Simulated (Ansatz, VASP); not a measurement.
# One calculation of SiC3, two programs

File INCAR:

```
SYSTEM = SiC3
ALGO = Normal
EDIFF = 1E-6
ENCUT = 520
GGA = PE
ISIF = 2
ISMEAR = 0
ISPIN = 2
LASPH = .True.
LCHARG = .False.
LORBIT = 11
LREAL = .False.
LWAVE = .False.
MAGMOM = 0 1 1 1
NBANDS = 20
NELM = 150
PREC = Accurate
SIGMA = 0.1
```

Contents of KPOINTS:

```
k-points
0
Gamma
  6 6 2
  0 0 0
```

File POSCAR:

```
SiC3
1.0
    2.6667169800      0.0000000000      0.0000000000
    0.0000000000      2.6667169800      0.0000000000
    0.0000000000      0.0000000000      7.5426146400
Si C
1 3
Direct
    0.0000000000      0.0000000000      0.0000000000
    0.5000000000      0.5000000000      0.2500000000
    0.0000000000      0.0000000000      0.5000000000
    0.5000000000      0.5000000000      0.7500000000
```

Input for Ansatz:

```yaml
crystal:
  lattice:
    - [2.66671698, 0.0, 0.0]
    - [0.0, 2.66671698, 0.0]
    - [0.0, 0.0, 7.54261464]
  atoms:
    - { symbol: Si, position: [0.0, 0.0, 0.0] }
    - { symbol: C, position: [0.5, 0.5, 0.25], spin: 1.0 }
    - { symbol: C, position: [0.0, 0.0, 0.5], spin: 1.0 }
    - { symbol: C, position: [0.5, 0.5, 0.75], spin: 1.0 }
basis:
  ecutwfc: 420
kpoints:
  mp_grid: { grid: [6, 6, 2] }
hamiltonian:
  xc: pbe
scf:
  occupations: { method: gaussian, width: 0.1 }
  lower_state_search: "off"
output:
  forces: true
  stress: true
  eigenvalues: true
  populations: true
magnetization:
  spin_polarized: true
```

Alike in both runs: task single point; functional PBE; k mesh 6 × 6 × 2; occupations gaussian, width 0.1 eV; collinear spin.

```csv
,VASP,Ansatz
version,VASP 6.6.1,Ansatz 0.2.0
potentials or method,"VASP PAW PBE potentials, release 64 (Si, C), cutoff 520 eV","scalar-relativistic, plane waves, PAW"
valence electrons in the cell,16,16
```

Ansatz gave:

- gap on the k mesh at the Fermi level (eV): none
- pressure (GPa): -24.2
- traceless stress, the component that is largest in VASP (GPa): -1.86
- rms of the force components (eV/Å): 0.016
- net moment per atom (μB): 0.00

Question: What did VASP give for the same quantities?

Answer: gap on the k mesh at the Fermi level (eV): none; pressure (GPa): -24.2; traceless stress, the component that is largest in VASP (GPa): -1.86; rms of the force components (eV/Å): 0.015; net moment per atom (μB): 0.00.

Atom by atom the forces differ by 0.000 eV/Å (rms over components). A gap of «none» marks a metal or a gap that the smearing closes. Ansatz's warnings: seeded moment not kept.

The k mesh is coarse, so the values compare programs but aren't converged.
